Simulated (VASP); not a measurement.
Here is a VASP 6.6.1 calculation.

The input INCAR:

```
PREC = Accurate
ENCUT = 520
EDIFF = 1E-7
ISMEAR = -1
SIGMA = 0.05
LREAL = False
LASPH = True
NELM = 150
ALGO = Normal
ISIF = 2
LWAVE = False
LCHARG = False
ISPIN = 2
MAGMOM = 4 4 0 0 0 0
LORBIT = 11
LMAXMIX = 4
GGA = PS
NBANDS = 38
```

KPOINTS

```
regular mesh
0
Gamma
  11 11 3
```

File POSCAR:

```
MnO2
1.0
    2.8398596622      0.0000000000      0.0000000000
   -1.4199298311      2.4593906106      0.0000000000
    0.0000000000      0.0000000000     11.1425538587
Mn O
2 4
Direct
    0.0000000000      0.0000000000      0.5000000000
    0.0000000000      0.0000000000      0.0000000000
    0.6666666667      0.3333333333      0.4147376055
    0.6666666667      0.3333333333      0.0852623945
    0.3333333333      0.6666666667      0.5852623945
    0.3333333333      0.6666666667      0.9147376055
```

Potentials or basis: VASP PAW PBE potentials, release 64 (Mn_pv, O).

The run is started by

```sh
$ cat potpaw_PBE.64/Mn_pv/POTCAR potpaw_PBE.64/O/POTCAR > POTCAR
$ mpirun -np 1 vasp_std > vasp.out
```

Problem. Estimate the site moments.

Solution. Mn +2.82; O +0.05 μB.

Problem. Estimate the pressure.

Solution. 0.8 GPa.

Problem. What does it give for the net moment?

Solution. 6.00 μB per cell.

Problem. What does it give for the largest force?

Solution. 0.085 eV/Å.

Stress tensor (GPa, compression positive):
```
0.97 0.00 0.00
0.00 0.97 0.00
0.00 0.00 0.52
```

Caveat: the PAW data sets were made with another functional, which shifts forces and pressure a little; only a ferromagnetic start was run, and an antiferromagnetic order may lie lower in energy.
